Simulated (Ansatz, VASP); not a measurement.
# One calculation of AgCl, two programs

```xyz
2
Lattice="0.0000 2.7238 2.7374 2.7238 0.0000 2.7374 2.7238 2.7238 0.0000" Properties=species:S:1:pos:R:3 pbc="T T T"
Ag    0.0000    0.0000    0.0000
Cl    2.7238    2.7238    2.7374
```

Change from the starting cell: z stretched by +0.5 %, x and y held.

Alike in both runs: task single point; functional PBEsol; k mesh 8 × 8 × 8; no spin polarisation.

|  | VASP | Ansatz |
| --- | --- | --- |
| version | VASP 6.6.1 | Ansatz 0.2.0 |
| potentials or method | VASP PAW PBE potentials, release 64 (Ag, Cl), cutoff 500 eV | all-electron LAPW, scalar-relativistic |
| occupations | gaussian, width 0.01 eV | fixed |

VASP gave:

- gap on the k mesh at the Fermi level (eV): 0.71
- pressure (GPa): -0.4
- traceless stress, the component that is largest in VASP (GPa): -0.10

Estimate Ansatz's values.

gap on the k mesh at the Fermi level (eV): 0.71; pressure (GPa): -0.3; traceless stress, the component that is largest in VASP (GPa): -0.10.

VASP's potentials were made for PBE, not for PBEsol. Ansatz ran all-electron here, and VASP with PAW potentials.
